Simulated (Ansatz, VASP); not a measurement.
One calculation of ZnCu2SnS4, two programs

File INCAR:

```
  ALGO = Normal
  EDIFF = 1E-6
  ENCUT = 520
  GGA = PS
  ISIF = 2
  ISMEAR = -1
  LASPH = T
  LCHARG = T
  LELF = T
  LREAL = F
  LVHAR = T
  LWAVE = F
  NBANDS = 46
  NELM = 100
  PREC = Accurate
  SIGMA = 0.05
```

KPOINTS

```
k-points
0
Gamma
  6 6 6
```

POSCAR

```
ZnCu2SnS4
1.0
   -2.7254764554      2.7254764554      5.3955884400
    2.7254764554     -2.7254764554      5.3955884400
    2.7254764554      2.7254764554     -5.3955884400
Sn Zn Cu S
1 1 2 4
Direct
    0.5000000000      0.5000000000      0.0000000000
    0.0000000000      0.0000000000      0.0000000000
    0.7500000000      0.2500000000      0.5000000000
    0.2500000000      0.7500000000      0.5000000000
    0.1087770700      0.1087770700      0.4840744100
    0.6247026600      0.6247026600      0.5159255900
    0.3752973400      0.8912229300      0.0000000000
    0.8912229300      0.3752973400      0.0000000000
```

input.yaml

```yaml
crystal:
  lattice:
    - [-2.7254764554, 2.7254764554, 5.39558844]
    - [2.7254764554, -2.7254764554, 5.39558844]
    - [2.7254764554, 2.7254764554, -5.39558844]
  atoms:
    - { symbol: Sn, position: [0.5, 0.5, 0.0] }
    - { symbol: Zn, position: [0.0, 0.0, 0.0] }
    - { symbol: Cu, position: [0.75, 0.25, 0.5] }
    - { symbol: Cu, position: [0.25, 0.75, 0.5] }
    - { symbol: S, position: [0.10877707, 0.10877707, 0.48407441] }
    - { symbol: S, position: [0.62470266, 0.62470266, 0.51592559] }
    - { symbol: S, position: [0.37529734, 0.89122293, 0.0] }
    - { symbol: S, position: [0.89122293, 0.37529734, 0.0] }
hamiltonian:
  xc: pbesol
  pseudopotentials: { kind: paw }
kpoints:
  mp_grid: { grid: [6, 6, 6] }
scf:
  occupations: { method: fermi_dirac, width: 0.05 }
output:
  forces: true
  stress: true
  eigenvalues: true
```

Alike in both runs: task single point; functional PBEsol; k mesh 6 × 6 × 6; occupations fermi-dirac, width 0.05 eV; no spin polarisation.

|  | VASP | Ansatz |
| --- | --- | --- |
| version | VASP 6.6.1 | Ansatz 0.2.0 |
| potentials or method | VASP PAW PBE potentials, release 64 (Sn_d, Zn, Cu, S) | Ansatz PAW |
| plane-wave cutoff (eV) | 520 | 420 |
| valence electrons in the cell | 72 | 88 |

|  | VASP | Ansatz | Ansatz less VASP |
| --- | --- | --- | --- |
| gap on the k mesh at the Fermi level (eV) | none | none | - |
| pressure (GPa) | -2.1 | -2.3 | -0.14 |
| traceless stress, the component that is largest in VASP (GPa) | 0.39 | 0.40 | +0.006 |
| rms of the force components (eV/Å) | 0.059 | 0.073 | +0.0135 |

VASP's potentials were made for PBE, not for PBEsol. Atom by atom the forces differ by 0.015 eV/Å (rms over components). A gap of «none» marks a metal or a gap that the smearing closes. The functional is the same, so the differences come from potentials, cutoffs and numerics. VASP's potentials hold 72 valence electrons a cell and Ansatz's 88, so a difference there can come from the potentials and not from the codes.
